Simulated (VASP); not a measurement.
Wanted: the native input for a VASP 6.6.1 run.

| Item | Value |
| --- | --- |
| Task | single point |
| Functional | PBE |
| Potentials or basis | VASP PAW PBE potentials, release 64 (Hf_pv, O) |
| Cutoff | 520 eV |
| k mesh | 9 × 9 × 9 |
| Occupations | fermi-dirac, width 0.05 eV |
| Spin | no spin polarisation |
| Dipole correction | no |
| Further INCAR settings | ALGO = Normal; EDIFF = 1e-06; NBANDS = 18 |

The structure of HfO2 lies in POSCAR:

```
HfO2
1.0
    0.0000000000      2.5229349520      2.5229349520
    2.5229349520      0.0000000000      2.5229349520
    2.5229349520      2.5229349520      0.0000000000
Hf O
1 2
Direct
    0.0000000000      0.0000000000      0.0000000000
    0.7500000000      0.7500000000      0.7500000000
    0.2500000000      0.2500000000      0.2500000000
```

This cell differs from its parent crystal: volume scaled by 0.96.

One way to write it, as run:

INCAR

```
SYSTEM = HfO2
PREC     = Accurate       ! precision mode
ENCUT    = 520            ! plane-wave cutoff, eV
EDIFF    = 1E-6           ! SCF threshold, eV
ISMEAR   = -1             ! smearing method
SIGMA    = 0.05           ! smearing width, eV
LREAL    = .FALSE.        ! projectors in reciprocal space
LASPH    = .TRUE.         ! aspherical terms in the spheres
NELM     = 60             ! most SCF steps
ALGO     = Normal         ! electronic algorithm
ISIF     = 2              ! what is computed and relaxed
LWAVE    = .FALSE.        ! write WAVECAR
LCHARG   = .TRUE.         ! write CHGCAR
GGA      = PE             ! functional
LELF     = .TRUE.         ! ELF
LVHAR    = .TRUE.       
NBANDS   = 18             ! bands
```

KPOINTS

```
regular mesh
0
G
  9 9 9
  0 0 0
```

Potentials or basis: VASP PAW PBE potentials, release 64 (Hf_pv, O).

Run with:

```bash
$ cat potpaw_PBE.64/Hf_pv/POTCAR potpaw_PBE.64/O/POTCAR > POTCAR
$ mpirun -np 1 vasp_std > vasp.out
```

It gave:

```yaml
Pressure: 4.1 GPa
Band_gap_on_the_k_mesh: 3.95 eV, indirect (least direct gap 4.07 eV)
```

Caveat: spin-orbit coupling is left out, which moves the levels of the heavy elements.

It took 10 s on 1 thread of Intel(R) Xeon(R) 6975P-C (Granite Rapids) (shared host), peak memory 0.17 GiB.
